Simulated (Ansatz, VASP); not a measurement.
# HfS2 in VASP and in Ansatz

```
Hf S
1.0
     3.66660    0.00000    0.00000
    -1.83330    3.17537    0.00000
     0.00000    0.00000    5.84897
Hf S
1 2
Cartesian
  0.0000 0.0000 0.0000
  0.0000 2.1169 1.4215
  1.8333 1.0585 4.4275
```

Change from the starting cell: epitaxial_xy strain +1.0%.

Alike in both runs: task single point; functional PBE; k mesh 12 × 12 × 4; occupations fermi-dirac, width 0.02 eV; no spin polarisation.

|  | VASP | Ansatz |
| --- | --- | --- |
| version | VASP 6.6.1 | Ansatz 0.2.0 |
| potentials or method | VASP PAW PBE potentials, release 64 (Hf_pv, S) | plane waves, PAW |
| plane-wave cutoff (eV) | 500 | 420 |
| valence electrons in the cell | 22 | 38 |

```csv
,VASP,Ansatz,Ansatz less VASP
gap on the k mesh at the Fermi level (eV),1.09,1.07,-0.018
pressure (GPa),0.4,1.0,+0.58
"traceless stress, the component that is largest in VASP (GPa)",1.70,1.60,-0.098
rms of the force components (eV/Å),0.023,0.054,+0.0309
```

Atom by atom the forces differ by 0.031 eV/Å (rms over components). With one functional, cell and mesh, what is left measures potentials, basis and numerics. VASP's potentials hold 22 valence electrons a cell and Ansatz's 38, so a difference there can come from the potentials and not from the codes.

Neither program's run includes spin-orbit coupling.
